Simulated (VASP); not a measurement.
Input of a VASP 6.6.1 run:

Contents of INCAR:

```
PREC = Accurate
ENCUT = 600
EDIFF = 1E-6
ISMEAR = 0
SIGMA = 0.1
LREAL = F
LASPH = T
NELM = 100
ALGO = Normal
ISIF = 3
LWAVE = F
LCHARG = F
IBRION = 2
NSW = 70
EDIFFG = -0.005
```

KPOINTS

```
Automatic mesh
0
Gamma
  8 8 8
```

Contents of POSCAR:

```
InSb
1.0
    0.0000000000      3.2391000000      3.2391000000
    3.2391000000      0.0000000000      3.2391000000
    3.2391000000      3.2391000000      0.0000000000
In Sb
1 1
Direct
    0.0000000000      0.0000000000      0.0000000000
    0.2500000000      0.2500000000      0.2500000000
```

Potentials or basis: VASP PAW LDA potentials, release 64 (In_d, Sb).

Command:

```console
$ cat potpaw_LDA.64/In_d/POTCAR potpaw_LDA.64/Sb/POTCAR > POTCAR
$ mpirun -np 1 vasp_std > vasp.out
```

Estimate the relaxed cell.

a = 4.565 Å, b = 4.565 Å, c = 4.565 Å, α = 60.00°, β = 60.00°, γ = 60.00°.

What does it give for the relaxed volume?

33.63 Å³/atom.

What does it give for the band gap on the k mesh?

Zero (filled and empty bands touch).

What does it give for the space group after relaxing (to 0.1 Å)?

F-43m (No. 216).

Step by step:
```csv
step,energy change (eV),largest force (eV/Å),pressure (GPa),volume (Å³)
1,0.0000,0.0000,-0.49,67.97
2,-0.0009,0.0000,0.19,66.96
3,-0.0011,0.0000,0.01,67.26
```

Caveat: semilocal functionals underestimate gaps, so a narrow gap can read as zero; spin-orbit coupling is left out, which moves the levels of the heavy elements. Zero-point motion and thermal expansion aren't in these numbers.
